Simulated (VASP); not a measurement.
# HgTe (R3m) in VASP: notebook, part 2 of 2

VASP 6.6.1.

## (3) Single point, PBEsol

Contents of INCAR:

```
  PREC = Accurate
  ENCUT = 500
  EDIFF = 1E-6
  ISMEAR = 0
  SIGMA = 0.1
  LREAL = F
  LASPH = T
  NELM = 120
  ALGO = Normal
  ISIF = 2
  LWAVE = F
  LCHARG = T
  GGA = PS
  LELF = T
  LVHAR = T
  NBANDS = 16
  GGA_COMPAT = F
```

Contents of KPOINTS:

```
regular mesh
0
Gamma
  9 9 9
```

Contents of POSCAR:

```
HgTe
1.0
    4.6255804171      0.0000000000      0.0000000000
   -2.3127902085      4.0058701484      0.0000000000
    2.3127902085      1.3352900495      3.7390404298
Te Hg
1 1
Direct
    0.0000000000      0.5000000000      0.5000000000
    0.5000000000      0.2500000000      0.2500000000
```

Potentials or basis: VASP PAW PBE potentials, release 64 (Te, Hg).

Launch:

```sh
> cat potpaw_PBE.64/Te/POTCAR potpaw_PBE.64/Hg/POTCAR > POTCAR
> mpirun -np 1 vasp_std > vasp.out
```

OUTCAR:

```text
PREC = Accurate
   ENCUT = 500
   EDIFF = 1E-6
   ISMEAR = 0
   LREAL = F
   LASPH = T
   NELM = 120
   ISIF = 2
   GGA = PS

 ion  position               nearest neighbor table
   1  0.000  0.500  0.500-   2 2.80   2 2.83   2 2.83   2 2.83
   2  0.500  0.250  0.250-   1 2.80   1 2.83   1 2.83   1 2.83

  LATTYP: Found a trigonal (rhomboedric) cell.
 ALAT       =     4.5948255028
 COS(alpha) =     0.4932842191

  Lattice vectors:

 A1 = (  -2.3127902086,   1.3352900495,   3.7390404298)
 A2 = (  -0.0000000001,  -2.6705800989,   3.7390404298)
 A3 = (   2.3127902085,   1.3352900495,   3.7390404298)

Analysis of symmetry for initial positions (statically):
=====================================================================
 Subroutine PRICEL returns:
 Original cell was already a primitive cell.

 Routine SETGRP: Setting up the symmetry group for a
 trigonal (rhombohedral) supercell.

 Subroutine GETGRP returns: Found  6 space group operations
 (whereof  6 operations were pure point group operations)
 out of a pool of 12 trial point group operations.

The static configuration has the point symmetry C_3v.

Analysis of symmetry for dynamics (positions and initial velocities):
=====================================================================
 Subroutine PRICEL returns:
 Original cell was already a primitive cell.

 Routine SETGRP: Setting up the symmetry group for a
 trigonal (rhombohedral) supercell.

 Subroutine GETGRP returns: Found  6 space group operations
 (whereof  6 operations were pure point group operations)
 out of a pool of 12 trial point group operations.

The dynamic configuration has the point symmetry C_3v.

 Subroutine INISYM returns: Found  6 space group operations
 (whereof  6 operations are pure point group operations),
 and found     1 'primitive' translations

----------------------------------------------------------------------------------------

                                     Primitive cell

  volume of cell :      69.2825

  direct lattice vectors                    reciprocal lattice vectors
     4.625580417  0.000000000  0.000000000     0.216189085  0.124816827 -0.178298865
    -2.312790209  4.005870148  0.000000000     0.000000000  0.249633653 -0.089149433
     2.312790209  1.335290049  3.739040430     0.000000000  0.000000000  0.267448298

  length of vectors
     4.625580417  4.625580417  4.594825503     0.306769370  0.265074673  0.267448298

  position of ions in fractional coordinates (direct lattice)
     1.000000000  0.500000000  0.500000000
     0.500000000  0.250000000  0.250000000

  ion indices of the primitive-cell ions
   primitive index   ion index
                 1           1
                 2           2

----------------------------------------------------------------------------------------

 KPOINTS: regular mesh

Automatic generation of k-mesh.
 Grid dimensions read from file:
 generate k-points for:    9    9    9

 Generating k-lattice:

  Cartesian coordinates                     Fractional coordinates (reciprocal lattice)
     0.024021009  0.013868536 -0.019810985     0.111111111  0.000000000  0.000000000
     0.000000000  0.027737073 -0.009905493     0.000000000  0.111111111  0.000000000
     0.000000000  0.000000000  0.029716478     0.000000000  0.000000000  0.111111111

  Length of vectors
     0.034085486  0.029452741  0.029716478

  Shift w.r.t. Gamma in fractional coordinates (k-lattice)
     0.000000000  0.000000000  0.000000000

 Subroutine IBZKPT returns following result:
 ===========================================

 Found     85 irreducible k-points:

 Following reciprocal coordinates:
            Coordinates               Weight
  0.000000  0.000000  0.000000      1.000000
  0.111111  0.000000 -0.000000      6.000000
  0.222222  0.000000 -0.000000      6.000000
  0.333333  0.000000 -0.000000      6.000000
  0.444444  0.000000 -0.000000      6.000000
  0.000000  0.111111 -0.000000      6.000000
[... 16 lines left out ...]
  0.222222  0.444444 -0.000000     12.000000
 -0.333333  0.444444  0.000000     12.000000
 [... further k-points ...]
   k-points           NKPTS =     85   k-points in BZ     NKDIM =     85   number of bands    NBANDS=     16
   number of dos      NEDOS =    301   number of ions     NIONS =      2
   total plane-waves  NPLWV =  46656
   dimension x,y,z NGX =    36 NGY =   36 NGZ =   36
   dimension x,y,z NGXF=    72 NGYF=   72 NGZF=   72
   ions per type =               1   1
   NGX,Y,Z   is equivalent  to a cutoff of  12.94, 12.94, 13.03 a.u.
   NGXF,Y,Z  is equivalent  to a cutoff of  25.88, 25.88, 26.05 a.u.
 SYSTEM =  unknown system
   PREC   = accura    normal or accurate (medium, high low for compatibility)
   ISTART =      0    job   : 0-new  1-cont  2-samecut
   ICHARG =      2    charge: 1-file 2-atom 10-const
   ISPIN  =      1    spin polarized calculation?
   LNONCOLLINEAR =      F non collinear calculations
   LSORBIT =      F    spin-orbit coupling
   LASPH  =      T    aspherical Exc in radial PAW
   ENCUT  =  500.0 eV  36.75 Ry    6.06 a.u.   8.43  8.43  8.38*2*pi/ulx,y,z
   NELM   =    120;   NELMIN=  2; NELMDL= -5     # of ELM steps
   EDIFF  = 0.1E-05   stopping-criterion for ELM
   LREAL  =      F    real-space projection
   EDIFFG = 0.1E-04   stopping-criterion for IOM
   NSW    =      0    number of steps for IOM
   IBRION =     -1    ionic relax: 0-MD 1-quasi-New 2-CG
   NFREE  =      0    steps in history (QN), initial steepest desc. (CG)
   ISIF   =      2    stress and relaxation
   ISYM   =      2    0-nonsym 1-usesym 2-fastsym
   POTIM  = 0.5000    time-step for ionic-motion
   TEBEG  =    0.0;   TEEND  =   0.0 temperature during run
   PSTRESS=    0.0 pullay stress
   NELECT =      18.0000    total number of electrons
   NUPDOWN=      -1.0000    fix difference up-down
   EMIN   =  10.00;   EMAX   =-10.00  energy-range for DOS
   EFERMI =   0.00;   METHOD = LEGACY
   ISMEAR =     0;   SIGMA  =   0.10  broadening in eV -4-tet -1-fermi 0-gaus
   EFERMI_NEDOS =   21; number of points for ismear=-14 and -15
   IALGO  =     38    algorithm
   IMIX   =      4    mixing-type and parameters
     AMIX     =   0.40;   BMIX     =  1.00
     AMIX_MAG =   1.60;   BMIX_MAG =  1.00
  volume/ion in A,a.u.               =      34.64       233.77
  Fermi-wavevector in a.u.,A,eV,Ry     =   1.044619  1.974044 14.847069  1.091229
  Thomas-Fermi vector in A             =   2.179379
   LORBIT       =      0    0 simple, 1 ext, 2 COOP (PROOUT), +10 PAW based schemes
   GGA     = PS    functional components
   LHFCALC =     F    Hartree Fock is set to
   AEXX    =    0.0000 exact exchange contribution
   IVDW    =     0    specifies the selected vdW correction
   LEPSILON=     F    determine dielectric tensor
   LRPA    =     F    only Hartree local field effects (RPA)
 non-spin polarized calculation
 Gauss-broadening in eV      SIGMA  =   0.10
  energy-cutoff  :      500.00
  volume of cell :       69.28
 maximum number of plane-waves:      1807
 NGX is ok and might be reduce to    36
   NGX = 17   NGY = 17   NGZ = 17

 number of electron      18.0000002 magnetization

 Free energy of the ion-electron system (eV)
  ---------------------------------------------------
  ext. energy  EPLUGINS =         0.00000000
  ---------------------------------------------------
  free energy    TOTEN  =        -4.37527920 eV

  energy without entropy =       -4.37501587  energy(sigma->0) =       -4.37514753

 E-fermi :   2.7241     XC(G=0):  -8.8200

 val. band max:        2.7047768653   @ k =   0.0000   0.0000   0.0000
 cond. band min:       3.2174892854   @ k =   0.0000   0.1111  -0.0000
 fundamental gap:      0.5127124201
 Fermi energy:         2.7240963819

 k-point     1 :       0.0000    0.0000    0.0000
  band No.  band energies     occupation
      1      -9.1578      2.00000
      2      -4.5242      2.00000
      3      -4.5088      2.00000
      4      -4.5088      2.00000
      5      -4.0089      2.00000
      6      -4.0089      2.00000
[... 8 lines left out ...]
     15      12.1843      0.00000
     16      12.1843      0.00000
[... 419 lines left out ...]
 k-point    24 :      -0.3333    0.4444    0.0000
  band No.  band energies     occupation
      1      -8.6768      2.00000
      2      -4.4059      2.00000
      3      -4.3925      2.00000
      4      -4.0797      2.00000
      5      -4.0127      2.00000
      6      -3.9574      2.00000
[... 8 lines left out ...]
     15      11.2009      0.00000
     16      12.6712      0.00000

 [... further k-points ...]

------------------------ aborting loop because EDIFF is reached ----------------------------------------

  FORCE on cell =-STRESS in cart. coord.  units (eV):
  Direction    XX          YY          ZZ          XY          YZ          ZX
  --------------------------------------------------------------------------------------
  -------------------------------------------------------------------------------------
  Total       -0.1379174     -0.1379174      0.1830296     -0.0000000      0.0000000     -0.0000000
  in kB       -3.1893809     -3.1893809      4.2326138     -0.0000000      0.0000000     -0.0000000
  external PRESSURE =      -0.7153827 kB  Pullay stress =       0.0000000 kB

 VOLUME and BASIS-vectors are now :
 -----------------------------------------------------------------------------
  energy-cutoff  :      500.00
  volume of cell :       69.28
      direct lattice vectors                 reciprocal lattice vectors
     4.625580417  0.000000000  0.000000000     0.216189085  0.124816827 -0.178298865
    -2.312790209  4.005870148  0.000000000     0.000000000  0.249633653 -0.089149433
     2.312790209  1.335290049  3.739040430     0.000000000  0.000000000  0.267448298

 POSITION                                       TOTAL-FORCE (eV/Angst)
 -----------------------------------------------------------------------------------
      0.00000      2.67058      1.86952         0.000000     -0.000000     -0.058133
      2.31279      1.33529      0.93476        -0.000000      0.000000      0.058133
 -----------------------------------------------------------------------------------
    total drift:                                0.000000      0.000000     -0.000159

  FREE ENERGIE OF THE ION-ELECTRON SYSTEM (eV)
  ---------------------------------------------------
  free  energy   TOTEN  =        -4.3752791979 eV

  energy  without entropy=       -4.3750158668  energy(sigma->0) =       -4.37514753
```

OSZICAR:

```text
N       E                     dE             d eps       ncg     rms          rms(c)
DAV:   1     0.102068582936E+03    0.10207E+03   -0.77817E+03  2720   0.942E+02
DAV:   2    -0.999889638441E+00   -0.10307E+03   -0.97201E+02  3224   0.224E+02
DAV:   3    -0.457251162095E+01   -0.35726E+01   -0.35645E+01  3360   0.430E+01
DAV:   4    -0.460658227006E+01   -0.34071E-01   -0.34069E-01  4072   0.378E+00
DAV:   5    -0.460666883566E+01   -0.86566E-04   -0.86565E-04  3448   0.177E-01    0.725E+00
DAV:   6    -0.438743078499E+01    0.21924E+00   -0.43310E-01  3200   0.893E+00    0.584E+00
DAV:   7    -0.437741785831E+01    0.10013E-01   -0.95088E-02  3192   0.210E+00    0.221E+00
DAV:   8    -0.437550391569E+01    0.19139E-02   -0.96365E-03  3048   0.112E+00    0.547E-01
DAV:   9    -0.437526437931E+01    0.23954E-03   -0.68811E-04  3544   0.298E-01    0.105E-01
DAV:  10    -0.437527346884E+01   -0.90895E-05   -0.76569E-05  3336   0.797E-02    0.481E-02
DAV:  11    -0.437528004479E+01   -0.65759E-05   -0.17156E-05  3432   0.308E-02    0.227E-02
DAV:  12    -0.437527919785E+01    0.84694E-06   -0.26580E-06  2968   0.123E-02
   1 F= -.43752792E+01 E0= -.43751475E+01  d E =-.263331E-03
```

stdout:

```text
POSCAR found type information on POSCAR TeHg
 POSCAR found :  2 types and       2 ions
 scaLAPACK will be used
 -----------------------------------------------------------------------------
|                                                                             |
|                                                                             |
|     You enforced a specific xc type in the INCAR file but a different       |
|     I HOPE YOU KNOW WHAT YOU ARE DOING!                                     |
|                                                                             |
 -----------------------------------------------------------------------------

 LDA part: xc-table for (Slater+PW92), standard interpolation
 POSCAR, INCAR and KPOINTS ok, starting setup
 FFT: planning ... GRIDC
 FFT: planning ... GRID_SOFT
 FFT: planning ... GRID
 WAVECAR not read
 entering main loop
```

It took 2 min on 1 thread of Intel Xeon 8259CL, shared host; peak memory 0.26 GiB.

What came out:

```
Free energy            : -4.3753 eV
Pressure               : -0.1 GPa
Largest force          : 0.058 eV/Å
Band gap on the k mesh : 0.03 eV
```

Forces in eV/Å, atoms in the order of the input:
```
Te   0.000  0.000 -0.058
Hg   0.000  0.000  0.058
```

Stress tensor (GPa, compression positive):
```
-0.32  0.00  0.00
 0.00 -0.32  0.00
 0.00  0.00  0.42
```

Caveat: the smearing spreads over this small gap; the PAW data sets were made with another functional, which shifts forces and pressure a little; spin-orbit coupling is left out, which moves the levels of the heavy elements.

The gap in the log of VASP goes by the Fermi energy; the results here count the filled bands.